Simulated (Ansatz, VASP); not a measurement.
# One calculation of KCl, two programs

```xyz
2
Lattice="0.0000 3.1448 3.1448 3.1448 0.0000 3.1448 3.1448 3.1448 0.0000" Properties=species:S:1:pos:R:3 pbc="T T T"
K     0.0000    0.0000    0.0000
Cl    3.1448    3.1448    3.1448
```

Alike in both runs: task single point; functional r2SCAN; k mesh 8 × 8 × 8; no spin polarisation.

|  | VASP | Ansatz |
| --- | --- | --- |
| version | VASP 6.6.1 | Ansatz 0.2.0 |
| potentials or method | VASP PAW PBE potentials, release 64 (K_sv, Cl) | plane waves, PAW |
| plane-wave cutoff (eV) | 520 | 500 |
| occupations | gaussian, width 0.01 eV | fixed |
| valence electrons in the cell | 16 | 16 |

Ansatz gave:

```
gap on the k mesh at the Fermi level (eV) : 5.83
pressure (GPa)                            : 0.0
```

Task: What did VASP give for the same quantities?

Result: gap on the k mesh at the Fermi level (eV): 5.84; pressure (GPa): 0.0.

VASP's potentials were made for PBE, not for r2SCAN.
